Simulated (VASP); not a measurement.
# MgO (Periclase) (Fm-3m) in VASP: further runs, part 2 of 2

VASP 6.6.1. The steps go on from the part before.

### 3 Single point, revPBE

This run uses another cell than the first one, of 8.62 Å³/atom, 1.045 times its volume.

Contents of INCAR:

```
PREC = Accurate
ENCUT = 600
EDIFF = 1E-6
ISMEAR = 0
SIGMA = 0.01
LREAL = F
LASPH = T
NELM = 120
ALGO = Normal
ISIF = 2
LWAVE = F
LCHARG = F
GGA = RE
NBANDS = 11
GGA_COMPAT = F
```

Contents of KPOINTS:

```
Automatic mesh
0
Gamma
  8 8 8
```

Contents of POSCAR:

```
MgO
1.0
    0.0000000000      2.0507035401      2.0507035401
    2.0507035401      0.0000000000      2.0507035401
    2.0507035401      2.0507035401      0.0000000000
Mg O
1 1
Direct
    0.0000000000      0.0000000000      0.0000000000
    0.5000000000      0.5000000000      0.5000000000
```

Potentials or basis: VASP PAW PBE potentials, release 64 (Mg, O).

Launch:

```sh
cat potpaw_PBE.64/Mg/POTCAR potpaw_PBE.64/O/POTCAR > POTCAR
mpirun -np 1 vasp_std > vasp.out
```

OUTCAR:

```text
PREC = Accurate
   ENCUT = 600
   EDIFF = 1E-6
   ISMEAR = 0
   LREAL = F
   LASPH = T
   NELM = 120
   ISIF = 2
   GGA = RE

 ion  position               nearest neighbor table
   1  0.000  0.000  0.000-   2 2.05   2 2.05   2 2.05   2 2.05   2 2.05   2 2.05
   2  0.500  0.500  0.500-   1 2.05   1 2.05   1 2.05   1 2.05   1 2.05   1 2.05

  LATTYP: Found a face centered cubic cell.
 ALAT       =     4.1014070802

  Lattice vectors:

 A1 = (   0.0000000000,   2.0507035401,   2.0507035401)
 A2 = (   2.0507035401,   0.0000000000,   2.0507035401)
 A3 = (   2.0507035401,   2.0507035401,   0.0000000000)

Analysis of symmetry for initial positions (statically):
=====================================================================
 Subroutine PRICEL returns:
 Original cell was already a primitive cell.

 Routine SETGRP: Setting up the symmetry group for a
 face centered cubic supercell.

 Subroutine GETGRP returns: Found 48 space group operations
 (whereof 48 operations were pure point group operations)
 out of a pool of 48 trial point group operations.

The static configuration has the point symmetry O_h .
[... 170 lines left out ...]
      1     -13.8164      2.00000
      2       3.9294      2.00000
      3       3.9294      2.00000
      4       3.9294      2.00000
      5       9.5531      0.00000
      6      20.2847      0.00000
      7      20.2847      0.00000
      8      20.2847      0.00000
      9      24.3735      0.00000
     10      26.2886      0.00000
     11      26.2886      0.00000
[... 309 lines left out ...]
 k-point    24 :      -0.3750    0.2500    0.1250
  band No.  band energies     occupation
      1     -12.1710      2.00000
      2      -0.3642      2.00000
      3       1.8232      2.00000
      4       2.8371      2.00000
      5      14.2577      0.00000
      6      16.9744      0.00000
      7      18.4743      0.00000
      8      21.9637      0.00000
      9      25.5408      0.00000
     10      27.2507      0.00000
     11      31.5868      0.00000

 [... further k-points ...]

------------------------ aborting loop because EDIFF is reached ----------------------------------------

  FORCE on cell =-STRESS in cart. coord.  units (eV):
  Direction    XX          YY          ZZ          XY          YZ          ZX
  --------------------------------------------------------------------------------------
  -------------------------------------------------------------------------------------
  Total        2.5384557      2.5384557      2.5384557     -0.0000000      0.0000000      0.0000000
  in kB      235.7987728    235.7987728    235.7987728     -0.0000000      0.0000000      0.0000000
  external PRESSURE =     235.7987728 kB  Pullay stress =       0.0000000 kB

 VOLUME and BASIS-vectors are now :
 -----------------------------------------------------------------------------
  energy-cutoff  :      600.00
  volume of cell :       17.25
      direct lattice vectors                 reciprocal lattice vectors
     0.000000000  2.050703540  2.050703540    -0.243818763  0.243818763  0.243818763
     2.050703540  0.000000000  2.050703540     0.243818763 -0.243818763  0.243818763
     2.050703540  2.050703540  0.000000000     0.243818763  0.243818763 -0.243818763

 POSITION                                       TOTAL-FORCE (eV/Angst)
 -----------------------------------------------------------------------------------
      0.00000      0.00000      0.00000         0.000000      0.000000     -0.000000
      2.05070      2.05070      2.05070        -0.000000     -0.000000      0.000000
 -----------------------------------------------------------------------------------
    total drift:                               -0.000000     -0.000000      0.000000

  FREE ENERGIE OF THE ION-ELECTRON SYSTEM (eV)
  ---------------------------------------------------
  free  energy   TOTEN  =       -11.1705521863 eV

  energy  without entropy=      -11.1705521863  energy(sigma->0) =      -11.17055219
```

OSZICAR:

```text
N       E                     dE             d eps       ncg     rms          rms(c)
DAV:   1     0.203255716021E+02    0.20326E+02   -0.50413E+03   702   0.726E+02
DAV:   2    -0.120812045259E+02   -0.32407E+02   -0.31738E+02   734   0.156E+02
DAV:   3    -0.127351095629E+02   -0.65391E+00   -0.65360E+00   772   0.198E+01
DAV:   4    -0.127365078538E+02   -0.13983E-02   -0.13983E-02   698   0.104E+00
DAV:   5    -0.127365121573E+02   -0.43035E-05   -0.43035E-05   743   0.566E-02    0.734E+00
DAV:   6    -0.111710017599E+02    0.15655E+01   -0.80835E+00   662   0.163E+01    0.212E+00
DAV:   7    -0.111687985530E+02    0.22032E-02   -0.48484E-02   701   0.205E+00    0.135E+00
DAV:   8    -0.111706969961E+02   -0.18984E-02   -0.27084E-02   671   0.184E+00    0.196E-01
DAV:   9    -0.111704687351E+02    0.22826E-03   -0.40895E-04   731   0.139E-01    0.116E-01
DAV:  10    -0.111705530993E+02   -0.84364E-04   -0.56620E-04   698   0.181E-01    0.202E-02
DAV:  11    -0.111705523277E+02    0.77163E-06   -0.16317E-05   737   0.284E-02    0.336E-03
DAV:  12    -0.111705521863E+02    0.14136E-06   -0.43226E-07   408   0.584E-03
   1 F= -.11170552E+02 E0= -.11170552E+02  d E =-.148111E-11
```

It took 4.6 s on 1 thread of AMD EPYC 9R45 (Zen 5), shared host; peak memory 0.11 GiB.

What came out:

```yaml
Free_energy: -11.1706 eV
Pressure: 23.6 GPa
Band_gap_on_the_k_mesh: 5.62 eV, direct
```

Caveat: the PAW data sets were made with another functional, which shifts forces and pressure a little.

### 4 Single point, revPBE

This run uses another cell than the first one, of 9.00 Å³/atom, 1.091 times its volume.

Contents of INCAR:

```
SYSTEM = MgO
PREC = Accurate ; ENCUT = 600
EDIFF = 1E-6 ; ISMEAR = 0
SIGMA = 0.01 ; LREAL = .False.
LASPH = .True. ; NELM = 120
ALGO = Normal ; ISIF = 2
LWAVE = .False. ; LCHARG = .False.
GGA = RE ; NBANDS = 11
GGA_COMPAT = .False.
```

Contents of KPOINTS:

```
Automatic mesh
0
Gamma
  8 8 8
  0 0 0
```

Contents of POSCAR:

```
MgO
1.0
    0.0000000000      2.0800032635      2.0800032635
    2.0800032635      0.0000000000      2.0800032635
    2.0800032635      2.0800032635      0.0000000000
Mg O
1 1
Direct
    0.0000000000      0.0000000000      0.0000000000
    0.5000000000      0.5000000000      0.5000000000
```

Launch:

```sh
cat potpaw_PBE.64/Mg/POTCAR potpaw_PBE.64/O/POTCAR > POTCAR
mpirun -np 1 vasp_std > vasp.out
```

Wall time 4.7 s (1 thread of AMD EPYC 9R45 (Zen 5), shared host); peak memory 0.11 GiB.

The run converged. Its results:

| Property | Result |
| --- | --- |
| Free energy | -11.2606 eV |
| Pressure | 14.3 GPa |
| Band gap on the k mesh | 5.18 eV, direct |

Levels at points of the mesh, in eV from the valence-band top:
| k point | band 1 | band 2 | band 3 | band 4 | band 5 | band 6 | band 7 | band 8 |
| --- | --- | --- | --- | --- | --- | --- | --- | --- |
| (0.00, 0.00, 0.00) | -17.51 | 0.00 | 0.00 | 0.00 | 5.18 | 16.12 | 16.12 | 16.12 |
| (0.50, 0.00, 0.00) | -16.15 | -4.75 | -0.69 | -0.69 | 8.22 | 13.14 | 16.82 | 16.82 |
| (0.50, 0.50, 0.00) | -15.88 | -4.22 | -1.39 | -1.39 | 9.25 | 10.54 | 13.59 | 19.70 |

Caveat: the PAW data sets were made with another functional, which shifts forces and pressure a little.

### 5 Single point, revPBE

This run uses another cell than the first one, of 9.37 Å³/atom, 1.136 times its volume.

Contents of INCAR:

```
SYSTEM = MgO
PREC = Accurate
ENCUT = 600
EDIFF = 1E-6
ISMEAR = 0
SIGMA = 0.01
LREAL = .FALSE.
LASPH = .TRUE.
NELM = 120
ALGO = Normal
ISIF = 2
LWAVE = .FALSE.
LCHARG = .FALSE.
GGA = RE
NBANDS = 11
GGA_COMPAT = .FALSE.
```

Contents of KPOINTS:

```
regular mesh
0
G
  8 8 8
  0 0 0
```

Contents of POSCAR:

```
MgO
1.0
    0.0000000000      2.1085000000      2.1085000000
    2.1085000000      0.0000000000      2.1085000000
    2.1085000000      2.1085000000      0.0000000000
Mg O
1 1
Direct
    0.0000000000      0.0000000000      0.0000000000
    0.5000000000      0.5000000000      0.5000000000
```

Launch:

```sh
cat potpaw_PBE.64/Mg/POTCAR potpaw_PBE.64/O/POTCAR > POTCAR
mpirun -np 1 vasp_std > vasp.out
```

It took 4.8 s on 1 thread of AMD EPYC 9R45 (Zen 5), shared host; peak memory 0.11 GiB.

It converged, with:

```
Free energy            : -11.3115 eV
Pressure               : 6.7 GPa
Band gap on the k mesh : 4.78 eV, direct
```

Levels at points of the mesh, in eV from the valence-band top:
```
           k point  band 2  band 3  band 4  band 5  band 6  band 7
(0.00, 0.00, 0.00)    0.00    0.00    0.00    4.78   15.88   15.88
(0.50, 0.00, 0.00)   -4.57   -0.65   -0.65    7.95   12.67   16.40
(0.50, 0.50, 0.00)   -4.05   -1.34   -1.34    9.20   10.08   13.15
```

Caveat: the PAW data sets were made with another functional, which shifts forces and pressure a little.

### 6 Single point, revPBE

This run uses another cell than the first one, of 9.75 Å³/atom, 1.182 times its volume.

Contents of INCAR:

```
SYSTEM = MgO
  PREC = Accurate
  ENCUT = 600
  EDIFF = 1E-6
  ISMEAR = 0
  SIGMA = 0.01
  LREAL = .False.
  LASPH = .True.
  NELM = 120
  ALGO = Normal
  ISIF = 2
  LWAVE = .False.
  LCHARG = .False.
  GGA = RE
  NBANDS = 11
  GGA_COMPAT = .False.
```

Contents of KPOINTS:

```
regular mesh
0
Gamma
  8 8 8
  0 0 0
```

Contents of POSCAR:

```
MgO
1.0
    0.0000000000      2.1362466030      2.1362466030
    2.1362466030      0.0000000000      2.1362466030
    2.1362466030      2.1362466030      0.0000000000
Mg O
1 1
Direct
    0.0000000000      0.0000000000      0.0000000000
    0.5000000000      0.5000000000      0.5000000000
```

Potentials or basis: VASP PAW PBE potentials, release 64 (Mg, O).

Launch:

```sh
cat potpaw_PBE.64/Mg/POTCAR potpaw_PBE.64/O/POTCAR > POTCAR
mpirun -np 1 vasp_std > vasp.out
```

Wall time 4.8 s (1 thread of AMD EPYC 9R45 (Zen 5), shared host); peak memory 0.11 GiB.

The run converged. Its results:

```yaml
Free_energy: -11.3299 eV
Pressure: 0.5 GPa
Band_gap_on_the_k_mesh: 4.41 eV, direct
```

Levels at points of the mesh, in eV from the valence-band top:
```csv
k point,band 1,band 2,band 3,band 4,band 5,band 6,band 7,band 8
"(0.00, 0.00, 0.00)",-17.11,0.00,0.00,0.00,4.41,15.66,15.66,15.66
"(0.50, 0.00, 0.00)",-15.94,-4.40,-0.60,-0.60,7.71,12.23,16.00,16.00
"(0.50, 0.50, 0.00)",-15.70,-3.89,-1.28,-1.28,9.15,9.67,12.74,18.47
```

Caveat: the PAW data sets were made with another functional, which shifts forces and pressure a little.

### 7 Summary

```tsv
cell	gap on the mesh (eV)	pressure (GPa)
a = 2.857 Å, angles 60.0°, 2 atoms	6.11	35.0
a = 2.900 Å, angles 60.0°, 2 atoms	5.62	23.6
a = 2.942 Å, angles 60.0°, 2 atoms	5.18	14.3
a = 2.982 Å, angles 60.0°, 2 atoms	4.78	6.7
a = 3.021 Å, angles 60.0°, 2 atoms	4.41	0.5
```

Alike in all rows: task single point; level revPBE; potentials or basis VASP PAW PBE potentials, release 64 (Mg, O); no spin polarisation; k mesh 8 × 8 × 8; cutoff (eV) 600; smearing gaussian 0.01 eV.

Caveats: the PAW data sets were made with another functional, which shifts forces and pressure a little.

Absolute energies hang on the potentials; compare differences alone.

### 8 Against experiment

Step 6. A measured gap of MgO is 7.83 eV (quoted in “Electronic structure of alkaline earth and post-transition metal oxides”, 2009, arxiv:0908.1581); the calculated 4.41 eV misses it by -3.42 eV. The value is that of revPBE, without temperature or zero-point motion. Semilocal functionals fall short of measured gaps as a rule.
